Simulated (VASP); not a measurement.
SbSe2:

```xyz
3
Lattice="3.9412 0.0000 0.0000 0.0000 3.9412 0.0000 0.0000 0.0000 5.8439" Properties=species:S:1:pos:R:3 pbc="T T T"
Sb    0.0000    0.0000    2.9220
Se    1.9706    0.0000    4.5452
Se    0.0000    1.9706    1.2987
```

| Item | Value |
| --- | --- |
| Program | VASP 6.6.1 |
| Task | relaxation of cell and atoms |
| Functional | PBE |
| Potentials or basis | VASP PAW PBE potentials, release 64 (Sb, Se) |
| Cutoff | 600 eV |
| k mesh | 4 × 4 × 4 |
| Occupations | gaussian, width 0.1 eV |
| Spin | no spin polarisation |

At the start: pressure 6.0 GPa; volume 30.26 Å³/atom.

Problem. Where does the relaxation end?

Solution. Over 23 steps the energy falls by 96.9 meV/atom and the volume is 39.73 Å³/atom (+31.3 %); space group P-4m2 (No. 115, to 0.05 Å).

The path:
| step | energy change (eV) | largest force (eV/Å) | pressure (GPa) | volume (Å³) |
| --- | --- | --- | --- | --- |
| 1 | 0.0000 | 0.6793 | 6.04 | 90.77 |
| 2 | -0.1372 | 0.6128 | -2.32 | 106.59 |
| 3 | -0.1872 | 0.2255 | -0.01 | 100.61 |
| 4 | -0.2066 | 0.2374 | -0.01 | 101.06 |
| 5 | -0.2483 | 0.1620 | -0.05 | 102.23 |
| 6 | -0.1828 | 0.1936 | -0.30 | 103.86 |
| 7 | -0.2531 | 0.1556 | -0.21 | 102.63 |
| 8 | -0.2535 | 0.1426 | -0.24 | 102.76 |
| 9 | -0.2550 | 0.0098 | 0.52 | 101.49 |
| 10 | -0.2556 | 0.0636 | 0.25 | 101.93 |
| 11 | -0.2587 | 0.0449 | 0.26 | 102.55 |
| 12 | -0.2654 | 0.0424 | 0.36 | 104.44 |
| 13 | -0.2724 | 0.1355 | 0.63 | 108.23 |
| 14 | -0.2747 | 0.1108 | 0.49 | 108.95 |
| 15 | -0.2794 | 0.0375 | 0.08 | 111.12 |
| 16 | -0.2797 | 0.0975 | -0.64 | 115.52 |
| 17 | -0.2810 | 0.0330 | -0.32 | 113.46 |
| 18 | -0.2827 | 0.0414 | -0.31 | 114.02 |
| 19 | -0.2866 | 0.0620 | -0.27 | 115.68 |
| 20 | -0.2895 | 0.0911 | -0.14 | 118.92 |
| 21 | -0.2903 | 0.0098 | 0.15 | 118.69 |
| 22 | -0.2903 | 0.0191 | 0.12 | 118.72 |
| 23 | -0.2908 | 0.0091 | 0.06 | 119.18 |

Final structure:
```
CELL_PARAMETERS angstrom
4.26409 0.00000 0.00000
0.00000 4.26409 0.00000
0.00000 0.00000 6.55457
ATOMIC_POSITIONS crystal
Sb 0.00000 0.00000 0.50000
Se 0.50000 0.00000 0.72937
Se 0.00000 0.50000 0.27063
```

Caveat: the k points lie up to 0.37 Å⁻¹ apart in the final cell; the volume moved by over 15 % at a fixed basis, so the end points are rough; this functional lacks dispersion, which binds the layers, so the pressure and a relaxed spacing across them are unreliable.
